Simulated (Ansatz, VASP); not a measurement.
# CoO in VASP and in Ansatz

```
Co O
1.0
     0.00000    2.24997    2.24997
     2.24997    0.00000    2.24997
     2.24997    2.24997    0.00000
Co O
1 1
Direct
  0.00000 0.00000 0.00000
  0.25000 0.25000 0.25000
```

Alike in both runs: task relaxation of cell and atoms; functional PBE; k mesh 16 × 16 × 16; occupations gaussian, width 0.1 eV; no spin polarisation.

```csv
,VASP,Ansatz
version,VASP 6.6.1,Ansatz 0.2.0
potentials or method,"VASP PAW PBE potentials, release 64 (Co, O), cutoff 600 eV","scalar-relativistic, plane waves, PAW"
valence electrons in the cell,15,23
```

```tsv
	VASP	Ansatz	Ansatz less VASP
gap on the k mesh at the Fermi level, each at its own relaxed structure (eV)	none	none	-
relaxed volume (Å³/atom)	10.37	10.38	+0.005
relaxed cell length with the largest relative difference (Å)	3.084	3.085	+0.0004
```

A gap of «none» marks a metal or a gap that the smearing closes. VASP's potentials hold 15 valence electrons a cell and Ansatz's 23, so a difference there can come from the potentials and not from the codes.
